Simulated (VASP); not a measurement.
Input of a VASP 6.6.1 run:

The input INCAR:

```
SYSTEM = Si2Ge3
PREC     = Accurate       ! precision mode
ENCUT    = 520            ! plane-wave cutoff, eV
EDIFF    = 1E-6           ! SCF threshold, eV
ISMEAR   = 0              ! smearing method
SIGMA    = 0.1            ! smearing width, eV
LREAL    = .False.        ! projectors in reciprocal space
LASPH    = .True.         ! aspherical terms in the spheres
NELM     = 80             ! most SCF steps
ALGO     = Normal         ! electronic algorithm
ISIF     = 2              ! what is computed and relaxed
LWAVE    = .False.        ! write WAVECAR
LCHARG   = .False.        ! write CHGCAR
GGA      = PE             ! functional
NBANDS   = 61             ! bands
```

Contents of KPOINTS:

```
Automatic mesh
0
Gamma
  6 6 1
  0 0 0
```

File POSCAR:

```
Si2Ge3
1.0
    2.9315984200      0.0000000000      0.0000000000
   -1.4657992100      2.5388387100      0.0000000000
    0.0000000000      0.0000000000     23.7127218600
Si Ge
4 6
Direct
    0.3333333300      0.6666666700      0.8000000000
    0.3333333300      0.6666666700      0.0000000000
    0.3333333300      0.6666666700      0.2000000000
    0.6666666700      0.3333333300      0.5000000000
    0.3333333300      0.6666666700      0.6000000000
    0.3333333300      0.6666666700      0.4000000000
    0.6666666700      0.3333333300      0.7000000000
    0.6666666700      0.3333333300      0.9000000000
    0.6666666700      0.3333333300      0.1000000000
    0.6666666700      0.3333333300      0.3000000000
```

Potentials or basis: VASP PAW PBE potentials, release 64 (Si, Ge_d).

Command:

```bash
$ cat potpaw_PBE.64/Si/POTCAR potpaw_PBE.64/Ge_d/POTCAR > POTCAR
$ mpirun -np 1 vasp_std > vasp.out
```

**Question.** Estimate the largest force.

**Answer.** 0.465 eV/Å.

**Question.** Predict the band gap on the k mesh.

**Answer.** Zero (bands 50 and 51 overlap by 9.02 eV).

**Question.** Predict the pressure.

**Answer.** -0.3 GPa.

Stress tensor (GPa, compression positive):
```
 2.70  0.00  0.00
 0.00  2.70  0.00
 0.00  0.00 -6.36
```

Caveat: the k points lie up to 0.41 Å⁻¹ apart, too coarse for converged energies and pressures of a metal.
